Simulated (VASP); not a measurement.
A run of VASP 6.6.1 is set up as follows.

INCAR

```
SYSTEM = SrCl2
PREC = Accurate
ENCUT = 520
EDIFF = 1E-6
ISMEAR = -1
SIGMA = 0.02
LREAL = .False.
LASPH = .True.
NELM = 100
ALGO = Normal
ISIF = 2
LWAVE = .False.
LCHARG = .False.
GGA = PE
NBANDS = 19
```

Contents of KPOINTS:

```
regular mesh
0
Gamma
  6 6 6
  0 0 0
```

File POSCAR:

```
SrCl2
1.0
    0.0466362411      3.5443543264      3.5443543264
    3.5443543264      0.0466362411      3.5443543264
    3.5443543264      3.5443543264      0.0466362411
Sr Cl
1 2
Direct
    0.0000000000      0.0000000000      0.0000000000
    0.2491139490      0.2491139490      0.2491139490
    0.7508860510      0.7508860510      0.7508860510
```

Potentials or basis: VASP PAW PBE potentials, release 64 (Sr_sv, Cl).

Command:

```bash
$ cat potpaw_PBE.64/Sr_sv/POTCAR potpaw_PBE.64/Cl/POTCAR > POTCAR
$ mpirun -np 1 vasp_std > vasp.out
```

**Question.** What does it give for the band gap on the k mesh?

**Answer.** 5.23 eV (least direct gap 5.52 eV).

**Question.** Estimate the pressure.

**Answer.** 0.1 GPa.

Stress tensor (GPa, compression positive):
```
 0.07 -0.11 -0.11
-0.11  0.07 -0.11
-0.11 -0.11  0.07
```

Caveat: the cell differs from its parent crystal (strain along [111] +2.0%); the structure was generated, so it needn't be the stable form of SrCl2. A k mesh can miss the band edges.
